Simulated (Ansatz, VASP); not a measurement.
Two plane-wave programs on GaB

```
Ga B
1.0
     2.71824    0.00000    0.00000
     0.00000    2.71824    0.00000
     0.00000    0.00000    3.23621
Ga B
1 1
Direct
  0.50000 0.50000 0.50000
  0.00000 0.00000 0.00000
```

Alike in both runs: task single point; functional PBE-based screened hybrid with a share of 0.5 of exact exchange and HFSCREEN = 0.2; k mesh 5 × 5 × 4; occupations fermi-dirac, width 0.05 eV; no spin polarisation.

```csv
,VASP,Ansatz
version,VASP 6.6.1,Ansatz 0.2.0
potentials or method,"VASP PAW PBE potentials, release 64 (Ga_d, B)",Ansatz PAW
plane-wave cutoff (eV),520,420
valence electrons in the cell,16,16
```

```tsv
	VASP	Ansatz	Ansatz less VASP
gap on the k mesh at the Fermi level (eV)	none	none	-
pressure (GPa)	-5.8	-6.1	-0.34
traceless stress, the component that is largest in VASP (GPa)	-2.39	-2.34	+0.052
```

VASP's potentials were made for PBE, not for PBE-based screened hybrid. A gap of «none» marks a metal or a gap that the smearing closes. The functional is the same, so the differences come from potentials, cutoffs and numerics.

The k mesh is coarse, so the values compare programs but aren't converged.
